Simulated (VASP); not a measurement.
# Re (P6_3/mmc) in VASP: notebook, part 2 of 2

VASP 6.6.1.

### 3 Single point, PBE

This run uses another cell than the first one, of 14.96 Å³/atom.

The input, INCAR:

```
ALGO     = Normal         # electronic algorithm
EDIFF    = 1E-7           # SCF threshold, eV
ENCUT    = 520            # plane-wave cutoff, eV
GGA      = PE             # functional
ISIF     = 2              # what is computed and relaxed
ISMEAR   = -1             # smearing method
LASPH    = True           # aspherical terms in the spheres
LCHARG   = True           # write CHGCAR
LELF     = True           # ELF
LREAL    = False          # projectors in reciprocal space
LVHAR    = True         
LWAVE    = False          # write WAVECAR
NBANDS   = 14             # bands
NELM     = 60             # most SCF steps
PREC     = Accurate       # precision mode
SIGMA    = 0.05           # smearing width, eV
```

The input, KPOINTS:

```
k-points
0
Gamma
  11 11 6
```

The input, POSCAR:

```
Re
1.0
    2.7750352766      0.0000000000      0.0000000000
   -1.3875176383      2.4032510459      0.0000000000
    0.0000000000      0.0000000000      4.4850477963
Re
2
Direct
    0.6666666667      0.3333333333      0.7500000000
    0.3333333333      0.6666666667      0.2500000000
```

Potentials or basis: VASP PAW PBE potentials, release 64 (Re).

Started as:

```bash
$ cat potpaw_PBE.64/Re/POTCAR > POTCAR
$ mpirun -np 1 vasp_std > vasp.out
```

Run time: 55 s. Hardware: 1 thread of Intel Xeon 8259CL, shared host; peak memory 0.17 GiB.

The run converged. Its results:

```
Free energy            : -24.8538 eV
Pressure               : -0.7 GPa
Band gap on the k mesh : zero (bands 7 and 8 overlap by 2.96 eV)
```

Stress tensor (GPa, compression positive):
```
-0.59  0.00  0.00
 0.00 -0.59  0.00
 0.00  0.00 -0.78
```

Levels at points of the mesh, in eV from the Fermi level:
```tsv
k point	band 3	band 4	band 5	band 6	band 7	band 8	band 9	band 10	band 11	band 12
(0.00, 0.00, 0.00)	-1.56	-1.54	-1.54	-0.73	-0.73	0.19	0.19	0.57	3.28	3.28
(0.00, 0.00, 0.50)	-2.35	-2.35	-1.67	-1.67	-1.67	-1.67	2.48	2.48	2.48	2.48
```

Caveat: spin-orbit coupling is left out, which moves the levels of the heavy elements.

### 4 Single point, PBE

This run uses another cell than the first one, of 14.87 Å³/atom.

The input, INCAR:

```
PREC     = Accurate       # precision mode
ENCUT    = 520            # plane-wave cutoff, eV
EDIFF    = 1E-6           # SCF threshold, eV
ISMEAR   = -1             # smearing method
SIGMA    = 0.05           # smearing width, eV
LREAL    = False          # projectors in reciprocal space
LASPH    = True           # aspherical terms in the spheres
NELM     = 80             # most SCF steps
ALGO     = Normal         # electronic algorithm
ISIF     = 2              # what is computed and relaxed
LWAVE    = False          # write WAVECAR
LCHARG   = True           # write CHGCAR
GGA      = PE             # functional
LELF     = True           # ELF
LVHAR    = True         
NBANDS   = 14             # bands
```

The input, KPOINTS:

```
Automatic mesh
0
Gamma
  11 11 6
```

The input, POSCAR:

```
Re
1.0
    2.7699618728      0.0000000000      0.0000000000
   -1.3849809364      2.3988573494      0.0000000000
    0.0000000000      0.0000000000      4.4768990830
Re
2
Direct
    0.6666666667      0.3333333333      0.7500000000
    0.3333333333      0.6666666667      0.2500000000
```

Potentials or basis: VASP PAW PBE potentials, release 64 (Re).

Started as:

```bash
$ cat potpaw_PBE.64/Re/POTCAR > POTCAR
$ mpirun -np 1 vasp_std > vasp.out
```

OUTCAR:

```text
PREC = Accurate
   ENCUT = 520
   EDIFF = 1E-6
   ISMEAR = -1
   LREAL = False
   LASPH = True
   NELM = 80
   ISIF = 2
   GGA = PE

 ion  position               nearest neighbor table
   1  0.667  0.333  0.750-   2 2.75   2 2.75   2 2.75   2 2.75   2 2.75   2 2.75
   2  0.333  0.667  0.250-   1 2.75   1 2.75   1 2.75   1 2.75   1 2.75   1 2.75

  LATTYP: Found a hexagonal cell.
 ALAT       =     2.7699618728
 C/A-ratio  =     1.6162313016

  Lattice vectors:

 A1 = (   2.7699618728,   0.0000000000,   0.0000000000)
[... 588 lines left out ...]
     10       9.1328      0.00000
     11      11.4503      0.00000
     12      14.4628      0.00000
     13      18.7999      0.00000
     14      23.5524      0.00000

 [... further k-points ...]
[... 5 lines left out ...]
  --------------------------------------------------------------------------------------
  -------------------------------------------------------------------------------------
  Total        0.2698524      0.2698524      0.2356825      0.0000000     -0.0000000      0.0000000
  in kB       14.5338711     14.5338711     12.6935292      0.0000000     -0.0000000      0.0000000
  external PRESSURE =      13.9204238 kB  Pullay stress =       0.0000000 kB

 VOLUME and BASIS-vectors are now :
 -----------------------------------------------------------------------------
  energy-cutoff  :      520.00
  volume of cell :       29.75
      direct lattice vectors                 reciprocal lattice vectors
     2.769961873  0.000000000  0.000000000     0.361015799  0.208432569  0.000000000
    -1.384980936  2.398857349  0.000000000     0.000000000  0.416865138  0.000000000
     0.000000000  0.000000000  4.476899083     0.000000000  0.000000000  0.223368895

 POSITION                                       TOTAL-FORCE (eV/Angst)
 -----------------------------------------------------------------------------------
      1.38498      0.79962      3.35767        -0.000000     -0.000000      0.000000
     -0.00000      1.59924      1.11922         0.000000      0.000000      0.000000
 -----------------------------------------------------------------------------------
    total drift:                                0.000000     -0.000000     -0.000000

  FREE ENERGIE OF THE ION-ELECTRON SYSTEM (eV)
  ---------------------------------------------------
  free  energy   TOTEN  =       -24.8532938314 eV

  energy  without entropy=      -24.8388906764  energy(sigma->0) =      -24.84609225
```

stdout:

```text
POSCAR found type information on POSCAR Re
 POSCAR found :  1 types and       2 ions
 scaLAPACK will be used
 LDA part: xc-table for (Slater+PW92), standard interpolation
 POSCAR, INCAR and KPOINTS ok, starting setup
 FFT: planning ... GRIDC
 FFT: planning ... GRID_SOFT
 FFT: planning ... GRID
 WAVECAR not read
 entering main loop
```

Wall time 36 s (1 thread of Intel Xeon 8259CL, shared host); peak memory 0.17 GiB.

What came out:

```yaml
Free_energy: -24.8533 eV
Pressure: 1.4 GPa
Band_gap_on_the_k_mesh: zero (bands 7 and 8 overlap by 2.99 eV)
```

Stress tensor (GPa, compression positive):
```
1.45 0.00 0.00
0.00 1.45 0.00
0.00 0.00 1.27
```

Levels at points of the mesh, in eV from the Fermi level:
```tsv
k point	band 4	band 5	band 6	band 7	band 8	band 9	band 10	band 11
(0.00, 0.00, 0.00)	-1.56	-1.56	-0.74	-0.74	0.19	0.19	0.58	3.31
(0.00, 0.00, 0.50)	-2.36	-1.68	-1.68	-1.68	-1.68	2.50	2.50	2.50
```

Caveat: spin-orbit coupling is left out, which moves the levels of the heavy elements.

### 5 Relaxation of cell and atoms, PBE, target pressure 2 GPa, at which the enthalpy is minimised

This run uses another cell than the first one, of 14.71 Å³/atom.

The input, INCAR:

```
SYSTEM = Re
PREC = Accurate
ENCUT = 600
EDIFF = 1E-6
ISMEAR = -1
SIGMA = 0.05
LREAL = .False.
LASPH = .True.
NELM = 100
ALGO = Normal
ISIF = 3
LWAVE = .False.
LCHARG = .False.
GGA = PE
IBRION = 2
NSW = 80
EDIFFG = -0.01
PSTRESS = 20.0
```

The input, KPOINTS:

```
regular mesh
0
Gamma
  11 11 6
  0 0 0
```

The input, POSCAR:

```
Re
1.0
    2.7608000000      0.0000000000      0.0000000000
   -1.3804000000      2.3909229348      0.0000000000
    0.0000000000      0.0000000000      4.4582000000
Re
2
Direct
    0.6666666667      0.3333333333      0.7500000000
    0.3333333333      0.6666666667      0.2500000000
```

Started as:

```bash
$ cat potpaw_PBE.64/Re/POTCAR > POTCAR
$ mpirun -np 1 vasp_std > vasp.out
```

Run time: 64 s. Hardware: 1 thread of Intel Xeon 8259CL, shared host; peak memory 0.18 GiB.

It converged, with:

| Quantity | Value |
| --- | --- |
| Free energy | -24.8550 eV |
| Relaxed volume | 14.86 Å³/atom |
| Relaxed cell | a = 2.770 Å, b = 2.770 Å, c = 4.473 Å, α = 90.00°, β = 90.00°, γ = 120.00° |
| Space group after relaxing (to 0.1 Å) | P6_3/mmc (No. 194) |
| Energy change on relaxing (the run minimises the enthalpy) | -3.4 meV/atom |
| Ionic steps | 3 |
| Pressure after relaxing | 1.9 GPa |
| Band gap on the k mesh | zero (bands 7 and 8 overlap by 3.00 eV) |

Stress tensor (GPa, compression positive):
```
1.90 0.00 0.00
0.00 1.90 0.00
0.00 0.00 2.01
```

The path:
| step | energy change (eV) | largest force (eV/Å) | pressure (GPa) | volume (Å³) |
| --- | --- | --- | --- | --- |
| 1 | 0.0000 | 0.0000 | 5.71 | 29.43 |
| 2 | 0.0317 | 0.0000 | -11.73 | 30.90 |
| 3 | -0.0067 | 0.0000 | 1.94 | 29.71 |

Final structure:
```
Re
1.0
     2.76954    0.00000    0.00000
    -1.38477    2.39849    0.00000
     0.00000    0.00000    4.47303
Re
2
Direct
  0.66667 0.33333 0.75000
  0.33333 0.66667 0.25000
```

Levels at points of the mesh, in eV from the Fermi level:
| k point | band 3 | band 4 | band 5 | band 6 | band 7 | band 8 | band 9 | band 10 | band 11 |
| --- | --- | --- | --- | --- | --- | --- | --- | --- | --- |
| (0.00, 0.00, 0.00) | -1.56 | -1.56 | -1.56 | -0.74 | -0.74 | 0.18 | 0.18 | 0.59 | 3.31 |
| (0.00, 0.00, 0.50) | -2.36 | -2.36 | -1.69 | -1.69 | -1.69 | -1.69 | 2.50 | 2.50 | 2.50 |

Caveat: the cell is relaxed towards a set pressure, so the run minimises the enthalpy, not the energy; spin-orbit coupling is left out, which moves the levels of the heavy elements.

### 6 Overview

| task | cell | cutoff (eV) | gap on the mesh (eV) | pressure (GPa) |
| --- | --- | --- | --- | --- |
| single point | a = 2.751, b = 2.751, c = 4.446 Å, angles 90.0, 90.0, 120.0°, 2 atoms | 520 | none | 9.6 |
| single point | a = 2.775, b = 2.775, c = 4.485 Å, angles 90.0, 90.0, 120.0°, 2 atoms | 520 | none | -0.7 |
| single point | a = 2.770, b = 2.770, c = 4.477 Å, angles 90.0, 90.0, 120.0°, 2 atoms | 520 | none | 1.4 |
| relaxation of cell and atoms | relaxed to 2 GPa from a = 2.761, b = 2.761, c = 4.458 Å, angles 90.0, 90.0, 120.0°, 2 atoms | 600 | none | 1.9 |

Alike in all rows: level PBE; potentials or basis VASP PAW PBE potentials, release 64 (Re); no spin polarisation; k mesh 11 × 11 × 6; smearing fermi-dirac 0.05 eV.

Caveats: spin-orbit coupling is left out, which moves the levels of the heavy elements; the cell stands under pressure (at least some runs); the cell is relaxed towards a set pressure, so the run minimises the enthalpy, not the energy (at least some runs).

Absolute energies hang on the potentials; compare differences alone.
